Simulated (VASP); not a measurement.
Write the native input for VASP 6.6.1 that does the following.

```yaml
Task: electric field gradients
Functional: PBE
Potentials_or_basis: VASP PAW PBE potentials, release 64 (Mg, S)
Cutoff: 520 eV
k_mesh: 8 × 8 × 8
Occupations: fermi-dirac, width 0.01 eV
Spin: no spin polarisation
Dipole_correction: no
Further_INCAR_settings: ALGO = Normal; EDIFF = 1e-08; NBANDS = 11
```

The structure of MgS lies in POSCAR:

```
MgS
1.0
    0.0000000000      2.5664882573      2.5664882573
    2.5664882573      0.0000000000      2.5664882573
    2.5664882573      2.5664882573      0.0000000000
Mg S
1 1
Direct
    0.0000000000      0.0000000000      0.0000000000
    0.5000000000      0.5000000000      0.5000000000
```

This cell differs from its parent crystal: volume scaled by 0.96.

One way to write it, as run:

INCAR

```
ALGO     = Normal         # electronic algorithm
EDIFF    = 1E-8           # SCF threshold, eV
ENCUT    = 520            # plane-wave cutoff, eV
GGA      = PE             # functional
ISIF     = 2              # what is computed and relaxed
ISMEAR   = -1             # smearing method
LASPH    = True           # aspherical terms in the spheres
LCHARG   = False          # write CHGCAR
LEFG     = True         
LREAL    = False          # projectors in reciprocal space
LWAVE    = False          # write WAVECAR
NBANDS   = 11             # bands
NELM     = 60             # most SCF steps
PREC     = Accurate       # precision mode
SIGMA    = 0.01           # smearing width, eV
```

KPOINTS

```
k-points
0
Gamma
  8 8 8
```

Potentials or basis: VASP PAW PBE potentials, release 64 (Mg, S).

The run is started by

```sh
$ cat potpaw_PBE.64/Mg/POTCAR potpaw_PBE.64/S/POTCAR > POTCAR
$ mpirun -np 1 vasp_std > vasp.out
```

Results of the run:

The pressure is 4.3 GPa and the band gap on the k mesh is 2.86 eV, indirect (least direct gap 4.04 eV).

Caveat: without QUAD_EFG the Cq values of the log hold for a quadrupole moment of 1 mb, not for the nuclei.

Run time: 6.3 s on 1 thread of Intel(R) Xeon(R) 6975P-C (Granite Rapids) (shared host), peak memory 0.16 GiB.
